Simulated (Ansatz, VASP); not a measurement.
## One calculation of SnH2Br2, two programs

```
Sn H Br
1.0
     4.40231    0.00000    0.00000
    -2.20115    3.81251    0.00000
     0.00000    0.00000    9.16697
Sn H Br
1 2 2
Direct
  0.00000 0.00000 0.00000
  0.00000 0.00000 0.45906
  0.00000 0.00000 0.54094
  0.33333 0.66667 0.18026
  0.66667 0.33333 0.81974
```

Change from the starting cell: species swapped into the Rb2PtC2 type (P-3m1, No. 164).

Alike in both runs: functional PBE; k mesh 6 × 6 × 4; occupations gaussian, width 0.1 eV; no spin polarisation.

Ansatz relaxed the structure, and its values are those at the end. VASP's run is a single point on that final structure, the one shown.

|  | VASP | Ansatz |
| --- | --- | --- |
| version | VASP 6.6.1 | Ansatz 0.2.0 |
| potentials or method | VASP PAW PBE potentials, release 64 (Sn_d, H, Br), cutoff 520 eV | scalar-relativistic, plane waves, PAW |
| valence electrons in the cell | 30 | 30 |

|  | VASP | Ansatz | Ansatz less VASP |
| --- | --- | --- | --- |
| gap on the k mesh at the Fermi level (eV) | 2.09 | 2.09 | 0.000 |
| least direct gap on the mesh (eV) | 2.58 | 2.58 | +0.001 |
| pressure (GPa) | 0.0 | 0.0 | +0.04 |
| rms of the force components (eV/Å) | 0.007 | 0.003 | -0.0039 |

The functional is the same, so the differences come from potentials, cutoffs and numerics.
